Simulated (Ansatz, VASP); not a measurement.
**One calculation of TiAl3, two programs**

Contents of INCAR:

```
SYSTEM = TiAl3
  ALGO = Fast
  EDIFF = 1E-6
  ENCUT = 520
  GGA = PE
  ISIF = 2
  ISMEAR = -1
  LASPH = .True.
  LCHARG = .False.
  LREAL = .False.
  LWAVE = .False.
  NBANDS = 18
  NELM = 80
  PREC = Accurate
  SIGMA = 0.05
```

The input KPOINTS:

```
k-points
0
Gamma
  8 8 8
  0 0 0
```

The input POSCAR:

```
TiAl3
1.0
   -1.9111067713      1.9111067713      4.2806687947
    1.9111067713     -1.9111067713      4.2806687947
    1.9111067713      1.9111067713     -4.2806687947
Ti Al
1 3
Direct
    0.0000000000      0.0000000000      0.0000000000
    0.2500000000      0.7500000000      0.5000000000
    0.7500000000      0.2500000000      0.5000000000
    0.5000000000      0.5000000000      0.0000000000
```

File input.yaml:

```yaml
crystal:
  lattice:
    - [-1.9111067713, 1.9111067713, 4.2806687947]
    - [1.9111067713, -1.9111067713, 4.2806687947]
    - [1.9111067713, 1.9111067713, -4.2806687947]
  atoms:
    - { symbol: Ti, position: [0.0, 0.0, 0.0] }
    - { symbol: Al, position: [0.25, 0.75, 0.5] }
    - { symbol: Al, position: [0.75, 0.25, 0.5] }
    - { symbol: Al, position: [0.5, 0.5, 0.0] }
hamiltonian:
  xc: pbe
  pseudopotentials: { kind: paw }
kpoints:
  mp_grid: { grid: [8, 8, 8] }
  band_path:
    path:
      - [[0.0, 0.0, 0.0], [0.0, 0.0, 0.5], [-0.0996590294, 0.0996590294, 0.5], [-0.2998295147, 0.2998295147, 0.2998295147], [0.0, 0.0, 0.0], [0.5, 0.5, -0.5], [0.2998295147, 0.7001704853, -0.2998295147], [0.0, 0.5, 0.0], [0.25, 0.25, 0.25], [0.5, 0.5, -0.0996590294], [0.5, 0.5, -0.5]]
      - [[0.0, 0.0, 0.5], [0.25, 0.25, 0.25]]
    npoints: 14
scf:
  occupations: { method: fermi_dirac, width: 0.05 }
  n_extra_bands: 10
output:
  forces: true
  stress: true
  eigenvalues: true
  fatbands: false
```

Alike in both runs: functional PBE; k mesh 8 × 8 × 8; occupations fermi-dirac, width 0.05 eV; no spin polarisation.

|  | VASP | Ansatz |
| --- | --- | --- |
| version | VASP 6.6.1 | Ansatz 0.2.0 |
| potentials or method | VASP PAW PBE potentials, release 64 (Ti_sv, Al) | Ansatz PAW |
| plane-wave cutoff (eV) | 520 | 420 |
| valence electrons in the cell | 21 | 21 |
| task | single point | band structure |

|  | VASP | Ansatz | Ansatz less VASP |
| --- | --- | --- | --- |
| gap on the k mesh at the Fermi level (eV) | none | none | - |
| pressure (GPa) | 2.1 | 2.1 | +0.01 |
| traceless stress, the component that is largest in VASP (GPa) | -0.06 | -0.06 | +0.003 |

A gap of «none» marks a metal or a gap that the smearing closes.
